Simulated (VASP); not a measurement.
Si2Sn3: single point with PBE

Crystal: Si2Sn3.

```
Si Sn
1.0
     3.64468    0.00000    0.00000
    -1.82234    3.15639    0.00000
     0.00000    0.00000   21.29744
Si Sn
4 6
Direct
  0.33333 0.66667 0.02528
  0.33333 0.66667 0.47472
  0.66667 0.33333 0.52528
  0.66667 0.33333 0.97472
  0.33333 0.66667 0.25000
  0.33333 0.66667 0.62694
  0.33333 0.66667 0.87306
  0.66667 0.33333 0.12694
  0.66667 0.33333 0.37306
  0.66667 0.33333 0.75000
```

```json
{
 "Program": "VASP 6.6.1",
 "Task": "single point",
 "Functional": "PBE",
 "Potentials or basis": "VASP PAW PBE potentials, release 64 (Si, Sn_d)",
 "Cutoff": "520 eV",
 "k mesh": "12 × 12 × 2",
 "Occupations": "gaussian, width 0.1 eV",
 "Spin": "no spin polarisation"
}
```

```yaml
Pressure: 0.0 GPa
Largest_force: 0.011 eV/Å
Band_gap_on_the_k_mesh: zero (bands 50 and 51 overlap by 5.04 eV)
```

Forces on the atoms (eV/Å):
```
Si   0.000  0.000 -0.011
Si   0.000  0.000  0.011
Si   0.000  0.000 -0.011
Si   0.000  0.000  0.011
Sn   0.000  0.000  0.000
Sn   0.000  0.000  0.000
Sn   0.000  0.000  0.000
Sn   0.000  0.000  0.000
Sn   0.000  0.000  0.000
Sn   0.000  0.000  0.000
```

Levels at points of the mesh, in eV from the Fermi level:
```csv
k point,band 48,band 49,band 50,band 51,band 52,band 53
"(0.00, 0.00, 0.00)",2.67,2.94,3.39,3.39,3.40,3.40
"(0.50, 0.00, 0.00)",-2.06,-1.50,-0.29,-0.14,0.46,1.01
"(0.00, 0.00, 0.50)",2.23,3.05,3.05,3.40,3.40,3.40
"(0.50, 0.00, 0.50)",-2.06,-1.20,-1.20,0.59,0.59,0.95
```

Wall time 9.5 min on 1 thread of Intel(R) Xeon(R) 6975P-C (Granite Rapids), on a shared host, peak memory 0.6 GiB.

Caveat: spin-orbit coupling is left out, which moves the levels of the heavy elements.
